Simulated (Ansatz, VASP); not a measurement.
One calculation of NbAg4, two programs

```
Nb Ag
1.0
     2.91605    0.00000    0.00000
    -1.45802    2.52537    0.00000
     0.00000    0.00000   12.10251
Nb Ag
1 4
Cartesian
  0.0000 0.0000 0.0000
  0.0000 1.6836 9.6471
  0.0000 1.6836 4.8546
  1.4580 0.8418 2.4554
  1.4580 0.8418 7.2479
```

Change from the starting cell: species swapped into the Co4H type (P-3m1, No. 164).

Alike in both runs: functional PBE; k mesh 6 × 6 × 2; occupations gaussian, width 0.1 eV; no spin polarisation.

Ansatz relaxed the structure, and its values are those at the end. VASP's run is a single point on that final structure, the one shown.

|  | VASP | Ansatz |
| --- | --- | --- |
| version | VASP 6.6.1 | Ansatz 0.2.0 |
| potentials or method | VASP PAW PBE potentials, release 64 (Nb_sv, Ag), cutoff 520 eV | scalar-relativistic, plane waves, PAW |
| valence electrons in the cell | 57 | 89 |

```tsv
	VASP	Ansatz	Ansatz less VASP
gap on the k mesh at the Fermi level (eV)	none	none	-
pressure (GPa)	-0.1	0.1	+0.18
```

A gap of «none» marks a metal or a gap that the smearing closes. The functional is the same, so the differences come from potentials, cutoffs and numerics. VASP's potentials hold 57 valence electrons a cell and Ansatz's 89, so a difference there can come from the potentials and not from the codes.

The k mesh is coarse, so the values compare programs but aren't converged.
